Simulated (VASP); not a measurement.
# Bi: single point with PBE

Bi:

```xyz
1
Lattice="-1.7529 1.7529 1.7529 1.7529 -1.7529 1.7529 1.7529 1.7529 -1.7529" Properties=species:S:1:pos:R:3 pbc="T T T"
Bi    0.0000    0.0000    0.0000
```

This cell differs from its parent crystal: volume scaled by 0.68.

* Program: VASP 6.6.1
* Task: single point
* Functional: PBE
* Potentials or basis: VASP PAW PBE potentials, release 64 (Bi_d)
* Cutoff: 520 eV
* k mesh: 13 × 13 × 13
* Occupations: fermi-dirac, width 0.08 eV
* Spin: no spin polarisation
* Dipole correction: no
* Further INCAR settings: ALGO = Normal; EDIFF = 1e-07; NBANDS = 14

The pressure is 48.4 GPa.

Levels at points of the mesh, in eV from the Fermi level:
```tsv
k point	band 4	band 5	band 6	band 7	band 8	band 9	band 10	band 11	band 12	band 13
(0.00, 0.00, 0.00)	-23.22	-23.22	-16.79	8.39	8.39	8.39	10.24	10.24	10.24	14.57
```

Wall time 31 s on 1 thread of Intel Xeon 8259CL (shared host), peak memory 0.15 GiB.

Caveat: spin-orbit coupling is left out, which moves the levels of the heavy elements.
